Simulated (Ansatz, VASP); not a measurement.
HgTe: VASP beside Ansatz

```
Hg Te
1.0
    -3.00444    3.00444    1.53833
     3.00444   -3.00444    1.53833
     3.00444    3.00444   -1.53833
Hg Te
1 1
Direct
  0.75000 0.25000 0.50000
  0.00000 0.00000 0.00000
```

Change from the starting cell: volume scaled by 0.96.

Alike in both runs: task single point; functional PBE; k mesh 10 × 10 × 10; occupations fermi-dirac, width 0.05 eV; no spin polarisation.

|  | VASP | Ansatz |
| --- | --- | --- |
| version | VASP 6.6.1 | Ansatz 0.2.0 |
| potentials or method | VASP PAW PBE potentials, release 64 (Hg, Te), cutoff 520 eV | all-electron LAPW, scalar-relativistic |

|  | VASP | Ansatz | Ansatz less VASP |
| --- | --- | --- | --- |
| gap on the k mesh at the Fermi level (eV) | none | none | - |
| pressure (GPa) | 1.9 | 1.9 | -0.09 |
| traceless stress, the component that is largest in VASP (GPa) | 3.53 | 3.53 | 0.000 |

A gap of «none» marks a metal or a gap that the smearing closes. Ansatz ran all-electron here, and VASP with PAW potentials.

Spin-orbit coupling is off throughout.
